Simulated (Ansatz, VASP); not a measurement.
## One calculation of ZnO, two programs

File INCAR:

```
PREC = Accurate
ENCUT = 520
EDIFF = 1E-6
ISMEAR = 0
SIGMA = 0.1
LREAL = F
LASPH = T
NELM = 150
ALGO = Normal
ISIF = 2
LWAVE = F
LCHARG = T
ISPIN = 2
MAGMOM = 0 0 1 1
LORBIT = 11
GGA = PE
LELF = T
LVHAR = T
NBANDS = 30
```

The input KPOINTS:

```
Automatic mesh
0
Gamma
  6 6 6
```

Contents of POSCAR:

```
ZnO
1.0
   -1.9687419200      1.9687419200      3.4654939800
    1.9687419200     -1.9687419200      3.4654939800
    1.9687419200      1.9687419200     -3.4654939800
Zn O
2 2
Direct
    0.0000000000      0.0000000000      0.0000000000
    0.5000000000      0.5000000000      0.0000000000
    0.2755139100      0.2755139100      0.0000000000
    0.7244860900      0.7244860900      0.0000000000
```

Input for Ansatz:

```yaml
crystal:
  lattice:
    - [-1.96874192, 1.96874192, 3.46549398]
    - [1.96874192, -1.96874192, 3.46549398]
    - [1.96874192, 1.96874192, -3.46549398]
  atoms:
    - { symbol: Zn, position: [0.0, 0.0, 0.0] }
    - { symbol: Zn, position: [0.5, 0.5, 0.0] }
    - { symbol: O, position: [0.27551391, 0.27551391, 0.0], spin: 1.0 }
    - { symbol: O, position: [0.72448609, 0.72448609, 0.0], spin: 1.0 }
basis:
  ecutwfc: 420
kpoints:
  mp_grid: { grid: [6, 6, 6] }
hamiltonian:
  xc: pbe
scf:
  occupations: { method: gaussian, width: 0.1 }
  lower_state_search: "off"
output:
  forces: true
  stress: true
  eigenvalues: true
  populations: true
magnetization:
  spin_polarized: true
```

Alike in both runs: task single point; functional PBE; k mesh 6 × 6 × 6; occupations gaussian, width 0.1 eV; collinear spin.

```csv
,VASP,Ansatz
version,VASP 6.6.1,Ansatz 0.2.0
potentials or method,"VASP PAW PBE potentials, release 64 (Zn, O), cutoff 520 eV","scalar-relativistic, plane waves, PAW"
valence electrons in the cell,36,36
```

|  | VASP | Ansatz | Ansatz less VASP |
| --- | --- | --- | --- |
| gap on the k mesh at the Fermi level (eV) | none | none | - |
| pressure (GPa) | 25.4 | 24.0 | -1.39 |
| traceless stress, the component that is largest in VASP (GPa) | 23.20 | 20.11 | -3.091 |
| rms of the force components (eV/Å) | 3.612 | 3.486 | -0.1263 |
| net moment per atom (μB) | 0.00 | 0.00 | 0.000 |

Atom by atom the forces differ by 0.126 eV/Å (rms over components). A gap of «none» marks a metal or a gap that the smearing closes. The functional is the same, so the differences come from potentials, cutoffs and numerics. Ansatz's warnings: seeded moment not kept.

The k mesh is coarse, so the values compare programs but aren't converged.
